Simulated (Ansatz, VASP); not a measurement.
## Two plane-wave programs on MoSe

```
Mo Se
1.0
     0.00000    2.83145    2.83145
     2.83145    0.00000    2.83145
     2.83145    2.83145    0.00000
Mo Se
1 1
Direct
  0.00000 0.00000 0.00000
  0.25000 0.25000 0.25000
```

Alike in both runs: task single point; functional r2SCAN; k mesh 10 × 10 × 10; occupations gaussian, width 0.025 eV; collinear spin.

```csv
,VASP,Ansatz
version,VASP 6.6.1,Ansatz 0.2.0
potentials or method,"VASP PAW PBE potentials, release 64 (Mo_sv, Se), cutoff 520 eV","scalar-relativistic, plane waves, PAW"
valence electrons in the cell,20,30
```

|  | VASP | Ansatz | Ansatz less VASP |
| --- | --- | --- | --- |
| gap on the k mesh at the Fermi level (eV) | none | none | - |
| pressure (GPa) | 0.1 | 0.0 | -0.12 |
| net moment per atom (μB) | 0.64 | 0.64 | 0.000 |
| size of the moment on the site where the two differ most (μB) | 1.17 | 0.93 | -0.242 |

VASP's potentials were made for PBE, not for r2SCAN. Site moments also hang on the region over which each program counts them. A gap of «none» marks a metal or a gap that the smearing closes. VASP's potentials hold 20 valence electrons a cell and Ansatz's 30, so a difference there can come from the potentials and not from the codes. Ansatz's warnings: stability check not made.
